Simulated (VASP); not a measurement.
# Rh (Pm-3m) in VASP: single point with LDA

Aim: the single point of Rh with LDA.

All numbers are computed with VASP 6.6.1; they aren't measurements. Logs are shortened: lines on timing, memory, paths and dates and some standing lists are left out, and cuts for length are marked.

### Step 1. The cell of the first run

It takes space group Pm-3m (No. 221, cubic). Conventional cell: a = 3.115 Å, b = 3.115 Å, c = 3.115 Å, α = 90.00°, β = 90.00°, γ = 90.00°. Within 4.1 Å of Rh (site symmetry m-3m) lie 6 Rh at 3.12 Å.

### Step 2. Single point, LDA

File INCAR:

```
  PREC = Accurate
  ENCUT = 520
  EDIFF = 1E-7
  ISMEAR = 1
  SIGMA = 0.1
  LREAL = F
  LASPH = T
  NELM = 100
  ALGO = Normal
  ISIF = 2
  LWAVE = F
  LCHARG = F
  NBANDS = 14
```

File KPOINTS:

```
regular mesh
0
Gamma
  9 9 9
```

File POSCAR:

```
Rh
1.0
    3.1152020000      0.0000000000      0.0000000000
    0.0000000000      3.1152020000      0.0000000000
    0.0000000000      0.0000000000      3.1152020000
Rh
1
Direct
    0.0000000000      0.0000000000      0.0000000000
```

Potentials or basis: VASP PAW LDA potentials, release 64 (Rh_pv).

Launch:

```bash
$ cat potpaw_LDA.64/Rh_pv/POTCAR > POTCAR
$ mpirun -np 1 vasp_std > vasp.out
```

OUTCAR:

```text
PREC = Accurate
   ENCUT = 520
   EDIFF = 1E-7
   ISMEAR = 1
   LREAL = F
   LASPH = T
   NELM = 100
   ISIF = 2

 ion  position               nearest neighbor table
   1  0.000  0.000  0.000-

  LATTYP: Found a simple cubic cell.
 ALAT       =     3.1152020000

  Lattice vectors:

 A1 = (   3.1152020000,   0.0000000000,   0.0000000000)
 A2 = (   0.0000000000,   3.1152020000,   0.0000000000)
 A3 = (   0.0000000000,   0.0000000000,   3.1152020000)

Analysis of symmetry for initial positions (statically):
=====================================================================
 Subroutine PRICEL returns:
 Original cell was already a primitive cell.

 Routine SETGRP: Setting up the symmetry group for a
 simple cubic supercell.

 Subroutine GETGRP returns: Found 48 space group operations
 (whereof 48 operations were pure point group operations)
 out of a pool of 48 trial point group operations.

The static configuration has the point symmetry O_h .

Analysis of symmetry for dynamics (positions and initial velocities):
=====================================================================
 Subroutine PRICEL returns:
 Original cell was already a primitive cell.

 Routine SETGRP: Setting up the symmetry group for a
 simple cubic supercell.

 Subroutine GETGRP returns: Found 48 space group operations
 (whereof 48 operations were pure point group operations)
 out of a pool of 48 trial point group operations.

The dynamic configuration has the point symmetry O_h .

 Subroutine INISYM returns: Found 48 space group operations
 (whereof 48 operations are pure point group operations),
 and found     1 'primitive' translations

----------------------------------------------------------------------------------------

                                     Primitive cell

  volume of cell :      30.2314

  direct lattice vectors                    reciprocal lattice vectors
     3.115202000  0.000000000  0.000000000     0.321006471  0.000000000  0.000000000
     0.000000000  3.115202000  0.000000000     0.000000000  0.321006471  0.000000000
     0.000000000  0.000000000  3.115202000     0.000000000  0.000000000  0.321006471

  length of vectors
     3.115202000  3.115202000  3.115202000     0.321006471  0.321006471  0.321006471

  position of ions in fractional coordinates (direct lattice)
     0.000000000  0.000000000  0.000000000

  ion indices of the primitive-cell ions
   primitive index   ion index
                 1           1

----------------------------------------------------------------------------------------

 KPOINTS: regular mesh

Automatic generation of k-mesh.
 Grid dimensions read from file:
 generate k-points for:    9    9    9

 Generating k-lattice:

  Cartesian coordinates                     Fractional coordinates (reciprocal lattice)
     0.035667386  0.000000000  0.000000000     0.111111111  0.000000000  0.000000000
     0.000000000  0.035667386  0.000000000     0.000000000  0.111111111  0.000000000
     0.000000000  0.000000000  0.035667386     0.000000000  0.000000000  0.111111111

  Length of vectors
     0.035667386  0.035667386  0.035667386

  Shift w.r.t. Gamma in fractional coordinates (k-lattice)
     0.000000000  0.000000000  0.000000000

 Subroutine IBZKPT returns following result:
 ===========================================

 Found     35 irreducible k-points:

 Following reciprocal coordinates:
            Coordinates               Weight
  0.000000  0.000000  0.000000      1.000000
  0.111111  0.000000  0.000000      6.000000
  0.222222  0.000000  0.000000      6.000000
  0.333333  0.000000  0.000000      6.000000
  0.444444  0.000000  0.000000      6.000000
  0.111111  0.111111  0.000000     12.000000
[... 16 lines left out ...]
  0.333333  0.333333  0.111111     24.000000
  0.444444  0.333333  0.111111     48.000000
 [... further k-points ...]
   k-points           NKPTS =     35   k-points in BZ     NKDIM =     35   number of bands    NBANDS=     14
   number of dos      NEDOS =    301   number of ions     NIONS =      1
   total plane-waves  NPLWV =  13824
   dimension x,y,z NGX =    24 NGY =   24 NGZ =   24
   dimension x,y,z NGXF=    48 NGYF=   48 NGZF=   48
   ions per type =               1
   NGX,Y,Z   is equivalent  to a cutoff of  12.81, 12.81, 12.81 a.u.
   NGXF,Y,Z  is equivalent  to a cutoff of  25.62, 25.62, 25.62 a.u.
 SYSTEM =  unknown system
   PREC   = accura    normal or accurate (medium, high low for compatibility)
   ISTART =      0    job   : 0-new  1-cont  2-samecut
   ICHARG =      2    charge: 1-file 2-atom 10-const
   ISPIN  =      1    spin polarized calculation?
   LNONCOLLINEAR =      F non collinear calculations
   LSORBIT =      F    spin-orbit coupling
   LASPH  =      T    aspherical Exc in radial PAW
   ENCUT  =  520.0 eV  38.22 Ry    6.18 a.u.   5.79  5.79  5.79*2*pi/ulx,y,z
   NELM   =    100;   NELMIN=  2; NELMDL= -5     # of ELM steps
   EDIFF  = 0.1E-06   stopping-criterion for ELM
   LREAL  =      F    real-space projection
   EDIFFG = 0.1E-05   stopping-criterion for IOM
   NSW    =      0    number of steps for IOM
   IBRION =     -1    ionic relax: 0-MD 1-quasi-New 2-CG
   NFREE  =      0    steps in history (QN), initial steepest desc. (CG)
   ISIF   =      2    stress and relaxation
   ISYM   =      2    0-nonsym 1-usesym 2-fastsym
   POTIM  = 0.5000    time-step for ionic-motion
   TEBEG  =    0.0;   TEEND  =   0.0 temperature during run
   PSTRESS=    0.0 pullay stress
   NELECT =      15.0000    total number of electrons
   NUPDOWN=      -1.0000    fix difference up-down
   EMIN   =  10.00;   EMAX   =-10.00  energy-range for DOS
   EFERMI =   0.00;   METHOD = LEGACY
   ISMEAR =     1;   SIGMA  =   0.10  broadening in eV -4-tet -1-fermi 0-gaus
   EFERMI_NEDOS =   21; number of points for ismear=-14 and -15
   IALGO  =     38    algorithm
   IMIX   =      4    mixing-type and parameters
     AMIX     =   0.40;   BMIX     =  1.00
     AMIX_MAG =   1.60;   BMIX_MAG =  1.00
  volume/ion in A,a.u.               =      30.23       204.01
  Fermi-wavevector in a.u.,A,eV,Ry     =   1.296042  2.449164 22.854040  1.679725
  Thomas-Fermi vector in A             =   2.427523
   LORBIT       =      0    0 simple, 1 ext, 2 COOP (PROOUT), +10 PAW based schemes
   GGA     = CA    functional components
   LHFCALC =     F    Hartree Fock is set to
   AEXX    =    0.0000 exact exchange contribution
   IVDW    =     0    specifies the selected vdW correction
   LEPSILON=     F    determine dielectric tensor
   LRPA    =     F    only Hartree local field effects (RPA)
 non-spin polarized calculation
 Methfessel and Paxton  Order N= 1 SIGMA  =   0.10
  energy-cutoff  :      520.00
  volume of cell :       30.23
 maximum number of plane-waves:       825
 NGX is ok and might be reduce to    24
   NGX = 11   NGY = 11   NGZ = 11

 number of electron      15.0000007 magnetization

 Free energy of the ion-electron system (eV)
  ---------------------------------------------------
  ext. energy  EPLUGINS =         0.00000000
  ---------------------------------------------------
  free energy    TOTEN  =        -5.20974588 eV

  energy without entropy =       -5.21233689  energy(sigma->0) =       -5.21060955

 E-fermi :   1.9457     XC(G=0):  -9.7898

 val. band max:        1.9396599594   @ k =   0.3333   0.2222   0.0000
 cond. band min:       1.9596357755   @ k =   0.4444   0.2222   0.0000
 fundamental gap:      0.0199758160
 Fermi energy:         1.9456802263

 k-point     1 :       0.0000    0.0000    0.0000
  band No.  band energies     occupation
      1     -43.0646      2.00000
      2     -43.0646      2.00000
      3     -43.0646      2.00000
      4      -1.5709      2.00000
      5      -0.1087      2.00000
      6      -0.1087      2.00000
      7       2.1863     -0.00348
      8       2.1863     -0.00348
      9       2.1863     -0.00348
     10      14.2925      0.00000
     11      14.2925      0.00000
     12      14.2925      0.00000
     13      18.5136      0.00000
     14      18.7020      0.00000

 k-point     2 :       0.1111    0.0000    0.0000
  band No.  band energies     occupation
      1     -43.0738      2.00000
      2     -43.0639      2.00000
      3     -43.0639      2.00000
      4      -1.3632      2.00000
      5      -0.0825      2.00000
      6       0.0214      2.00000
      7       2.0920     -0.05855
      8       2.0920     -0.05855
      9       2.1941     -0.00249
     10      12.5891      0.00000
     11      14.6055      0.00000
     12      14.6055      0.00000
     13      18.5570      0.00000
     14      18.6090      0.00000

 k-point     3 :       0.2222    0.0000    0.0000
  band No.  band energies     occupation
      1     -43.0972      2.00000
      2     -43.0621      2.00000
      3     -43.0621      2.00000
      4      -0.8480      2.00000
      5      -0.0153      2.00000
      6       0.4727      2.00000
      7       1.8643      1.98708
      8       1.8643      1.98708
      9       2.2138     -0.00099
     10       9.9529      0.00000
     11      15.4698      0.00000
     12      15.4698      0.00000
     13      18.1732      0.00000
     14      18.6299      0.00000

 k-point     4 :       0.3333    0.0000    0.0000
  band No.  band energies     occupation
      1     -43.1236      2.00000
      2     -43.0601      2.00000
      3     -43.0601      2.00000
      4      -0.3489      2.00000
      5       0.0629      2.00000
      6       1.4282      2.00000
      7       1.6224      2.00005
      8       1.6224      2.00005
      9       2.2363     -0.00031
     10       7.4480      0.00000
     11      16.6864      0.00000
     12      16.6864      0.00000
     13      17.7184      0.00000
     14      18.5801      0.00000

 k-point     5 :       0.4444    0.0000    0.0000
  band No.  band energies     occupation
      1     -43.1408      2.00000
      2     -43.0587      2.00000
      3     -43.0587      2.00000
      4      -0.0865      2.00000
      5       0.1150      2.00000
      6       1.4731      2.00000
      7       1.4731      2.00000
      8       2.2510     -0.00014
      9       2.8230     -0.00000
     10       5.3180      0.00000
     11      17.4170      0.00000
[... 276 lines left out ...]
 k-point    22 :       0.4444    0.2222    0.1111
  band No.  band energies     occupation
      1     -43.1370      2.00000
      2     -43.0901      2.00000
      3     -43.0653      2.00000
      4       0.3918      2.00000
      5       0.6280      2.00000
      6       1.0080      2.00000
      7       1.3187      2.00000
      8       1.8620      1.99756
      9       4.0245      0.00000
     10       6.0882      0.00000
     11      13.5139      0.00000
     12      15.3400      0.00000
     13      16.7729      0.00000
     14      18.2088      0.00000

 k-point    23 :       0.3333    0.3333    0.1111
  band No.  band energies     occupation
      1     -43.1179      2.00000
      2     -43.1174      2.00000
      3     -43.0646      2.00000
      4       0.3423      2.00000
      5       0.4799      2.00000
      6       1.4601      2.00000
      7       1.4898      2.00000
      8       1.7450      2.01566
      9       3.2245     -0.00000
     10       8.6071      0.00000
     11      10.4391      0.00000
     12      15.0761      0.00000
     13      16.5532      0.00000
     14      20.6500      0.00000

 k-point    24 :       0.4444    0.3333    0.1111
  band No.  band energies     occupation
      1     -43.1346      2.00000
      2     -43.1161      2.00000
      3     -43.0633      2.00000
      4       0.2417      2.00000
      5       0.5052      2.00000
      6       1.3683      2.00000
      7       1.5229      2.00000
      8       1.9891      0.33689
      9       4.7480      0.00000
     10       6.7804      0.00000
     11      11.0341      0.00000
     12      13.3287      0.00000
     13      17.6983      0.00000
     14      19.1903      0.00000

 [... further k-points ...]
[... 5 lines left out ...]
  --------------------------------------------------------------------------------------
  -------------------------------------------------------------------------------------
  Total       -4.9542153     -4.9542153     -4.9542153      0.0000000     -0.0000000      0.0000000
  in kB     -262.5589462   -262.5589462   -262.5589462      0.0000000     -0.0000000      0.0000000
  external PRESSURE =    -262.5589462 kB  Pullay stress =       0.0000000 kB

 VOLUME and BASIS-vectors are now :
 -----------------------------------------------------------------------------
  energy-cutoff  :      520.00
  volume of cell :       30.23
      direct lattice vectors                 reciprocal lattice vectors
     3.115202000  0.000000000  0.000000000     0.321006471  0.000000000  0.000000000
     0.000000000  3.115202000  0.000000000     0.000000000  0.321006471  0.000000000
     0.000000000  0.000000000  3.115202000     0.000000000  0.000000000  0.321006471

 POSITION                                       TOTAL-FORCE (eV/Angst)
 -----------------------------------------------------------------------------------
      0.00000      0.00000      0.00000         0.000000      0.000000      0.000000
 -----------------------------------------------------------------------------------
    total drift:                                0.000000     -0.000000      0.000000

  FREE ENERGIE OF THE ION-ELECTRON SYSTEM (eV)
  ---------------------------------------------------
  free  energy   TOTEN  =        -5.2097458841 eV

  energy  without entropy=       -5.2123368904  energy(sigma->0) =       -5.21060955
```

It took 4.9 s on 1 thread of Intel Xeon 6975P-C, shared host; peak memory 0.13 GiB.

Results:

| Property | Result |
| --- | --- |
| Free energy | -5.2097 eV |
| Pressure | -26.3 GPa |

Levels at points of the mesh, in eV from the Fermi level:
| k point | band 6 | band 7 | band 8 | band 9 | band 10 | band 11 |
| --- | --- | --- | --- | --- | --- | --- |
| (0.00, 0.00, 0.00) | -2.05 | 0.24 | 0.24 | 0.24 | 12.35 | 12.35 |
